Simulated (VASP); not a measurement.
Write the native input for VASP 6.6.1 that does the following.

| Quantity | Value |
| --- | --- |
| Task | single point |
| Functional | r2SCAN |
| Potentials or basis | VASP PAW PBE potentials, release 64 (Si) |
| Cutoff | 520 eV |
| k mesh | 10 × 10 × 10 |
| Occupations | gaussian, width 0.05 eV |
| Spin | no spin polarisation |
| Dipole correction | no |
| Further INCAR settings | ALGO = Normal; EDIFF = 1e-06; NBANDS = 16 |

Crystal: Si.

```
CELL_PARAMETERS angstrom
-3.37724 3.37724 1.89305
3.37724 -3.37724 1.89305
3.37724 3.37724 -1.89305
ATOMIC_POSITIONS crystal
Si 0.17875 0.17875 0.35751
Si 0.82125 0.82125 0.64249
Si 0.17875 0.82125 0.00000
Si 0.82125 0.17875 0.00000
```

This cell differs from its parent crystal: strain +0.015 along x and y, -0.015 along z.

One way to write it, as run:

POSCAR

```
Si
1.0
   -3.3772395992      3.3772395992      1.8930523137
    3.3772395992     -3.3772395992      1.8930523137
    3.3772395992      3.3772395992     -1.8930523137
Si
4
Direct
    0.1787531995      0.1787531995      0.3575063991
    0.8212468005      0.8212468005      0.6424936010
    0.1787531995      0.8212468005      0.0000000000
    0.8212468005      0.1787531995      0.0000000000
```

INCAR.step1

```
ALGO = Normal
EDIFF = 1E-4
ENCUT = 520
GGA = PE
ISMEAR = 0
LASPH = True
LCHARG = False
LREAL = False
LWAVE = True
NBANDS = 16
NELM = 60
PREC = Accurate
SIGMA = 0.05
```

INCAR.step2

```
ALGO = Normal
EDIFF = 1E-6
ENCUT = 520
ISIF = 2
ISMEAR = 0
ISTART = 1
LASPH = True
LCHARG = False
LMIXTAU = True
LREAL = False
LWAVE = False
METAGGA = R2SCAN
NBANDS = 16
NELM = 60
PREC = Accurate
SIGMA = 0.05
```

KPOINTS

```
k-points
0
Gamma
  10 10 10
```

Potentials or basis: VASP PAW PBE potentials, release 64 (Si).

The run is started by

```bash
$ cat potpaw_PBE.64/Si/POTCAR > POTCAR
$ cp INCAR.step1 INCAR
$ mpirun -np 1 vasp_std > vasp.out
$ cp INCAR.step2 INCAR
$ mpirun -np 1 vasp_std > vasp.out
```

It gave:

| Property | Result |
| --- | --- |
| Pressure | -1.3 GPa |
| Largest force | 0.317 eV/Å |
| Band gap on the k mesh | 0.61 eV (least direct gap 1.00 eV) |

Caveat: the cell differs from its parent crystal (strain +0.015 along x and y, -0.015 along z); the stress differs along the axes, from -3 to 2 GPa; semilocal functionals underestimate gaps, and a narrow one can read as zero; the PAW data sets were made with another functional, which shifts forces and pressure a little.

It took 13 min on 1 thread of Intel Xeon 8259CL, on a shared host, peak memory 0.31 GiB.
